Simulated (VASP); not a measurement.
# Li: relaxation of cell and atoms with PBEsol+D3(BJ)

The system is Li.

```
Li
1.0
     4.45444    0.00000    0.00000
     0.00000    4.45444    0.00000
     0.00000    0.00000    4.45444
Li
4
Direct
  0.87457 0.12543 0.62543
  0.37457 0.37457 0.37457
  0.12543 0.62543 0.87457
  0.62543 0.87457 0.12543
```

| Item | Value |
| --- | --- |
| Program | VASP 6.6.1 |
| Task | relaxation of cell and atoms |
| Functional | PBEsol |
| Dispersion | D3(BJ) |
| Potentials or basis | VASP PAW PBE potentials, release 64 (Li_sv) |
| Cutoff | 600 eV |
| k mesh | 5 × 5 × 5 |
| Occupations | fermi-dirac, width 0.15 eV |
| Spin | no spin polarisation |
| Dipole correction | no |
| Further INCAR settings | ALGO = Normal; EDIFF = 1e-06; IBRION = 2; EDIFFG = -0.01; NSW = 80; ISIF = 3 |

* Relaxed volume: 19.91 Å³/atom
* Relaxed cell: a = 4.302 Å, b = 4.302 Å, c = 4.302 Å, α = 90.00°, β = 90.00°, γ = 90.00°
* Space group after relaxing (to 0.05 Å): P4_132 (No. 213)
* Energy gained by relaxing: 6.7 meV/atom
* Ionic steps: 5
* Pressure after relaxing: 0.0 GPa
* Largest force after relaxing: 0.008 eV/Å
* Band gap on the k mesh: zero (band 6 reaches 3.20 eV, above the bottom of band 7 at 0.82 eV)
* Dispersion energy per atom: -0.152 eV

Forces on the atoms (eV/Å):
```
Li  -0.005  0.005  0.005
Li  -0.005 -0.005 -0.005
Li   0.005  0.005 -0.005
Li   0.005 -0.005  0.005
```

The path:
```csv
step,energy change (eV),largest force (eV/Å),pressure (GPa),volume (Å³)
1,0.0000,0.0048,-0.88,88.39
2,-0.0080,0.0055,-0.76,86.84
3,-0.0238,0.0068,-0.33,82.32
4,-0.0130,0.0092,0.84,73.76
5,-0.0270,0.0079,-0.02,79.62
```

Final structure:
```
CELL_PARAMETERS angstrom
4.30207 0.00000 0.00000
0.00000 4.30207 0.00000
0.00000 0.00000 4.30207
ATOMIC_POSITIONS crystal
Li 0.87440 0.12560 0.62560
Li 0.37440 0.37440 0.37440
Li 0.12560 0.62560 0.87440
Li 0.62560 0.87440 0.12560
```

Levels at points of the mesh, in eV from the Fermi level:
```
           k point  band 3  band 4  band 5  band 6  band 7  band 8  band 9  band 10
(0.00, 0.00, 0.00)  -46.50  -46.50   -3.75    2.31    2.31    2.31    2.38     2.38
```

Run time: 30 s on 1 thread of Intel(R) Xeon(R) Platinum 8259CL CPU @ 2.50GHz (Skylake/Cascade Lake), on a shared host, peak memory 0.2 GiB.

Caveat: the cutoff is under 1.25 times the usual one of these potentials, so pressure, stress and relaxed cells hold a basis-set (Pulay) error; the PAW data sets were made with another functional, which shifts forces and pressure a little; pairwise dispersion overbinds metals, which lowers pressure and volume.
